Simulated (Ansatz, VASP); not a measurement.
## Two plane-wave programs on MgO

Contents of INCAR:

```
PREC     = Accurate       # precision mode
ENCUT    = 520            # plane-wave cutoff, eV
EDIFF    = 1E-6           # SCF threshold, eV
ISMEAR   = 0              # smearing method
SIGMA    = 0.05           # smearing width, eV
LREAL    = F              # projectors in reciprocal space
LASPH    = T              # aspherical terms in the spheres
NELM     = 100            # most SCF steps
ALGO     = Normal         # electronic algorithm
ISIF     = 2              # what is computed and relaxed
LWAVE    = F              # write WAVECAR
LCHARG   = T              # write CHGCAR
GGA      = PE             # functional
LELF     = T              # ELF
LVHAR    = T            
NBANDS   = 26             # bands
```

Contents of KPOINTS:

```
regular mesh
0
Gamma
  9 9 2
```

The input POSCAR:

```
MgO
1.0
    3.2803754002      0.0000000000      0.0000000000
   -1.6401877001      2.8408884305      0.0000000000
    0.0000000000      0.0000000000     10.5147056238
Mg O
4 4
Direct
    0.3333333333      0.6666666667      0.9694791811
    0.0000000000      0.0000000000      0.2208070585
    0.0000000000      0.0000000000      0.7208070585
    0.6666666667      0.3333333333      0.4694791811
    0.3333333333      0.6666666667      0.7800540723
   -0.0670654950      0.0000000000      0.4668886358
    0.0000000000      0.0000000000      0.0296578681
    0.6666666667      0.3333333333      0.2800540723
```

Input for Ansatz:

```yaml
crystal:
  lattice:
    - [3.2803754002, 0.0, 0.0]
    - [-1.6401877001, 2.8408884305, 0.0]
    - [0.0, 0.0, 10.5147056238]
  atoms:
    - { symbol: Mg, position: [0.3333333333, 0.6666666667, 0.9694791811] }
    - { symbol: Mg, position: [0.0, 0.0, 0.2208070585] }
    - { symbol: Mg, position: [0.0, 0.0, 0.7208070585] }
    - { symbol: Mg, position: [0.6666666667, 0.3333333333, 0.4694791811] }
    - { symbol: O, position: [0.3333333333, 0.6666666667, 0.7800540723] }
    - { symbol: O, position: [-0.067065495, 0.0, 0.4668886358] }
    - { symbol: O, position: [0.0, 0.0, 0.0296578681] }
    - { symbol: O, position: [0.6666666667, 0.3333333333, 0.2800540723] }
basis:
  ecutwfc: 420
kpoints:
  mp_grid: { grid: [9, 9, 2] }
hamiltonian:
  xc: pbe
  pseudopotentials: { kind: paw, azcp: { folder: soft_1 } }
scf:
  occupations: { method: gaussian, width: 0.05 }
output:
  forces: true
  stress: true
  eigenvalues: true
```

Alike in both runs: task single point; functional PBE; k mesh 9 × 9 × 2; occupations gaussian, width 0.05 eV; no spin polarisation.

```csv
,VASP,Ansatz
version,VASP 6.6.1,Ansatz 0.2.0
potentials or method,"VASP PAW PBE potentials, release 64 (Mg, O), cutoff 520 eV","scalar-relativistic, plane waves, PAW"
valence electrons in the cell,32,64
```

VASP gave:

| Item | Value |
| --- | --- |
| gap on the k mesh at the Fermi level (eV) | 0.85 |
| least direct gap on the mesh (eV) | 0.85 |
| pressure (GPa) | 4.7 |
| traceless stress, the component that is largest in VASP (GPa) | -6.41 |
| rms of the force components (eV/Å) | 1.702 |

Question: Estimate Ansatz's values.

Answer: gap on the k mesh at the Fermi level (eV): 0.89; least direct gap on the mesh (eV): 0.89; pressure (GPa): 5.0; traceless stress, the component that is largest in VASP (GPa): -6.25; rms of the force components (eV/Å): 1.672.

Atom by atom the forces differ by 0.036 eV/Å (rms over components). The functional is the same, so the differences come from potentials, cutoffs and numerics. VASP's potentials hold 32 valence electrons a cell and Ansatz's 64, so a difference there can come from the potentials and not from the codes.
